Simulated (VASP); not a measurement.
Here is a VASP 6.6.1 calculation.

Contents of POSCAR:

```
WS2
1.0
    3.1600000000      0.0000000000      0.0000000000
   -1.5800000000      2.7366402760      0.0000000000
    0.0000000000      0.0000000000     21.1400000000
S W
2 1
Direct
    0.0000000000      0.0000000000      0.4257332072
    0.0000000000      0.0000000000      0.5742667928
    0.3333333333      0.6666666667      0.5000000000
```

The input INCAR.step1:

```
SYSTEM = WS2
  PREC = Accurate
  ENCUT = 520
  ISMEAR = 0
  SIGMA = 0.01
  LREAL = .FALSE.
  LASPH = .TRUE.
  NELM = 60
  NBANDS = 20
  GGA = PE
  ALGO = Normal
  EDIFF = 1E-4
  LWAVE = .TRUE.
  LCHARG = .FALSE.
```

The input INCAR.step2:

```
SYSTEM = WS2
  PREC = Accurate
  ENCUT = 520
  EDIFF = 1E-6
  ISMEAR = 0
  SIGMA = 0.01
  LREAL = .FALSE.
  LASPH = .TRUE.
  NELM = 60
  ALGO = Normal
  ISIF = 2
  LWAVE = .FALSE.
  LCHARG = .FALSE.
  METAGGA = R2SCAN
  LMIXTAU = .TRUE.
  NBANDS = 20
  ISTART = 1
```

KPOINTS

```
regular mesh
0
G
  12 12 1
  0 0 0
```

Potentials or basis: VASP PAW PBE potentials, release 64 (S, W_sv).

Launch:

```console
$ cat potpaw_PBE.64/S/POTCAR potpaw_PBE.64/W_sv/POTCAR > POTCAR
$ cp INCAR.step1 INCAR
$ mpirun -np 1 vasp_std > vasp.out
$ cp INCAR.step2 INCAR
$ mpirun -np 1 vasp_std > vasp.out
```

Problem. Predict the band gap on the k mesh.

Solution. 2.03 eV, direct.

Problem. What does it give for the largest force?

Solution. 0.052 eV/Å.

Forces in eV/Å, atoms in the order of the input:
```
S    0.000  0.000  0.052
S    0.000  0.000 -0.052
W    0.000  0.000  0.000
```

Caveat: the PAW data sets were made with another functional, which shifts forces and pressure a little; spin-orbit coupling is left out, which moves the levels of the heavy elements.
